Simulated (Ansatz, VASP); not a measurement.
# Zr: VASP beside Ansatz

```xyz
2
Lattice="-2.7278 2.7278 1.5116 2.7278 -2.7278 1.5116 2.7278 2.7278 -1.5116" Properties=species:S:1:pos:R:3 pbc="T T T"
Zr    0.0000    0.0000    0.0000
Zr    0.0000    2.7278    0.7558
```

Alike in both runs: functional PBEsol; k mesh 20 × 20 × 20; occupations gaussian, width 0.1 eV; no spin polarisation.

Ansatz relaxed the structure, and its values are those at the end. VASP's run is a single point on that final structure, the one shown.

|  | VASP | Ansatz |
| --- | --- | --- |
| version | VASP 6.6.1 | Ansatz 0.2.0 |
| potentials or method | VASP PAW PBE potentials, release 64 (Zr_sv), cutoff 500 eV | scalar-relativistic, plane waves, PAW |
| valence electrons in the cell | 24 | 24 |

VASP gave:

```
gap on the k mesh at the Fermi level (eV) : none
pressure (GPa)                            : 0.1
```

Which values does Ansatz return?

gap on the k mesh at the Fermi level (eV): none; pressure (GPa): 0.0.

VASP's potentials were made for PBE, not for PBEsol. A gap of «none» marks a metal or a gap that the smearing closes.
